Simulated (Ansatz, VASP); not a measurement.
# Bi2BrClO4: VASP beside Ansatz

```
Br O Bi Cl
1.0
     3.93756    0.00000    0.00000
     0.00000    3.93756    0.00000
     0.00000    0.00000    9.23885
Br O Bi Cl
1 4 2 1
Direct
  0.00000 0.00000 0.00000
  0.50000 0.00000 0.84098
  0.00000 0.50000 0.84098
  0.50000 0.00000 0.15902
  0.00000 0.50000 0.15902
  0.50000 0.50000 0.72213
  0.50000 0.50000 0.27787
  0.00000 0.00000 0.50000
```

Alike in both runs: functional PBE; k mesh 5 × 5 × 2; occupations fermi-dirac, width 0.1144 eV; no spin polarisation.

Ansatz relaxed the structure, and its values are those at the end. VASP's run is a single point on that final structure, the one shown.

|  | VASP | Ansatz |
| --- | --- | --- |
| version | VASP 6.6.1 | Ansatz 0.2.0 |
| potentials or method | VASP PAW PBE potentials, release 64 (Br, O, Bi_d, Cl), cutoff 520 eV | PAW plane waves |
| valence electrons in the cell | 68 | 68 |

```csv
,VASP,Ansatz,Ansatz less VASP
gap on the k mesh at the Fermi level (eV),none,none,-
pressure (GPa),0.0,0.0,-0.03
rms of the force components (eV/Å),0.019,0.000,-0.0185
```

A gap of «none» marks a metal or a gap that the smearing closes.

Spin-orbit coupling is off throughout.
